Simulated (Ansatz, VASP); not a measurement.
Al: VASP beside Ansatz

Contents of INCAR:

```
SYSTEM = Al
PREC = Accurate
ENCUT = 520
EDIFF = 1E-6
ISMEAR = 0
SIGMA = 0.15
LREAL = .FALSE.
LASPH = .TRUE.
NELM = 100
ALGO = Fast
ISIF = 2
LWAVE = .FALSE.
LCHARG = .TRUE.
GGA = PE
LELF = .TRUE.
LVHAR = .TRUE.
NBANDS = 8
```

The input KPOINTS:

```
regular mesh
0
G
  20 20 20
  0 0 0
```

File POSCAR:

```
Al
1.0
    0.0000000000      1.9632606000      1.9936203000
    1.9632606000      0.0000000000      1.9936203000
    1.9632606000      1.9632606000      0.0000000000
Al
1
Direct
    0.0000000000      0.0000000000      0.0000000000
```

Input for Ansatz:

```yaml
crystal:
  lattice:
    - [0.0, 1.9632606, 1.9936203]
    - [1.9632606, 0.0, 1.9936203]
    - [1.9632606, 1.9632606, 0.0]
  atoms:
    - { symbol: Al, position: [0.0, 0.0, 0.0] }
basis:
  ecutwfc: 420
kpoints:
  mp_grid: { grid: [20, 20, 20] }
hamiltonian:
  xc: pbe
scf:
  occupations: { method: gaussian, width: 0.15 }
output:
  forces: true
  stress: true
  eigenvalues: true
```

Change from the starting cell: strain -0.030 along x and y, -0.015 along z, atoms carried along.

Alike in both runs: task single point; functional PBE; k mesh 20 × 20 × 20; occupations gaussian, width 0.15 eV; no spin polarisation.

```csv
,VASP,Ansatz
version,VASP 6.6.1,Ansatz 0.2.0
potentials or method,"VASP PAW PBE potentials, release 64 (Al), cutoff 520 eV","scalar-relativistic, plane waves, PAW"
valence electrons in the cell,3,3
```

```csv
,VASP,Ansatz,Ansatz less VASP
gap on the k mesh at the Fermi level (eV),none,none,-
pressure (GPa),6.4,6.4,+0.04
"traceless stress, the component that is largest in VASP (GPa)",-0.51,-0.51,-0.003
```

A gap of «none» marks a metal or a gap that the smearing closes.
